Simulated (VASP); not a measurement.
A run of VASP 6.6.1:

The input POSCAR:

```
ZnS
1.0
    0.0000000000      2.6838652254      2.6838652254
    2.6838652254      0.0000000000      2.6838652254
    2.6838652254      2.6838652254      0.0000000000
Zn S
1 1
Direct
    0.7500000000      0.7500000000      0.7500000000
    0.0000000000      0.0000000000      0.0000000000
```

File INCAR.step1:

```
ALGO = Normal
EDIFF = 1E-5
ENCUT = 520
GGA = PE
ISIF = 2
ISMEAR = -1
LASPH = T
LCHARG = F
LREAL = F
LWAVE = T
NBANDS = 16
NELM = 60
PREC = Accurate
SIGMA = 0.05
```

The input INCAR.step2:

```
ALGO = Normal
EDIFF = 1E-7
ENCUT = 520
GGA = PE
HFSCREEN = 0.2079
ISIF = 2
ISMEAR = -1
ISTART = 1
LASPH = T
LCHARG = F
LHFCALC = T
LREAL = F
LWAVE = F
NBANDS = 16
NELM = 60
PREC = Accurate
PRECFOCK = Normal
SIGMA = 0.05
```

Contents of KPOINTS:

```
k-points
0
Gamma
  5 5 5
```

Potentials or basis: VASP PAW PBE potentials, release 64 (Zn, S).

Launch:

```console
$ cat potpaw_PBE.64/Zn/POTCAR potpaw_PBE.64/S/POTCAR > POTCAR
$ cp INCAR.step1 INCAR
$ mpirun -np 1 vasp_std > vasp.out
$ cp INCAR.step2 INCAR
$ mpirun -np 1 vasp_std > vasp.out
```

Hardware: 1 thread of Intel Xeon 8259CL, with other jobs on the host.

Task: How long does it take, and how much memory?

Result: Wall time 33 min on 1 thread of Intel Xeon 8259CL, on a shared host, peak memory 0.27 GiB. Counts: k points 10.
